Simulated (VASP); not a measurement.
Input of a VASP 6.6.1 run:

Contents of INCAR:

```
PREC = Accurate ; ENCUT = 520
EDIFF = 1E-6 ; ISMEAR = -1
SIGMA = 0.15 ; LREAL = F
LASPH = T ; NELM = 100
ALGO = Fast ; ISIF = 2
LWAVE = F ; LCHARG = T
GGA = PS ; LELF = T
LVHAR = T ; NBANDS = 11
```

The input KPOINTS:

```
regular mesh
0
Gamma
  18 18 18
```

The input POSCAR:

```
Pt
1.0
    0.0000000000      1.9608286617      1.9608286617
    1.9608286617      0.0000000000      1.9608286617
    1.9608286617      1.9608286617      0.0000000000
Pt
1
Direct
    0.0000000000      0.0000000000      0.0000000000
```

Potentials or basis: VASP PAW PBE potentials, release 64 (Pt).

Launch:

```sh
$ cat potpaw_PBE.64/Pt/POTCAR > POTCAR
$ mpirun -np 1 vasp_std > vasp.out
```

Predict the band gap on the k mesh.

zero (bands 5 and 6 overlap by 2.23 eV).

What does it give for the pressure?

-0.4 GPa.

Caveat: the PAW data sets were made with another functional, which shifts forces and pressure a little; spin-orbit coupling is left out, which moves the levels of the heavy elements.
